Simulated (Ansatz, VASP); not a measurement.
# BaO in VASP and in Ansatz

```xyz
2
Lattice="0.0000 2.7500 2.7500 2.7500 0.0000 2.7500 2.7500 2.7500 0.0000" Properties=species:S:1:pos:R:3 pbc="T T T"
Ba    0.0000    0.0000    0.0000
O     2.7500    2.7500    2.7500
```

Alike in both runs: task single point; functional PBE; dispersion D3(BJ); k mesh 8 × 8 × 8; no spin polarisation.

|  | VASP | Ansatz |
| --- | --- | --- |
| version | VASP 6.6.1 | Ansatz 0.2.0 |
| potentials or method | VASP PAW PBE potentials, release 64 (Ba_sv, O), cutoff 600 eV | plane waves, PAW |
| occupations | gaussian, width 0.01 eV | fixed |
| valence electrons in the cell | 16 | 16 |

```tsv
	VASP	Ansatz	Ansatz less VASP
pressure (GPa)	3.0	1.2	-1.78
```

Spin-orbit coupling is off throughout.
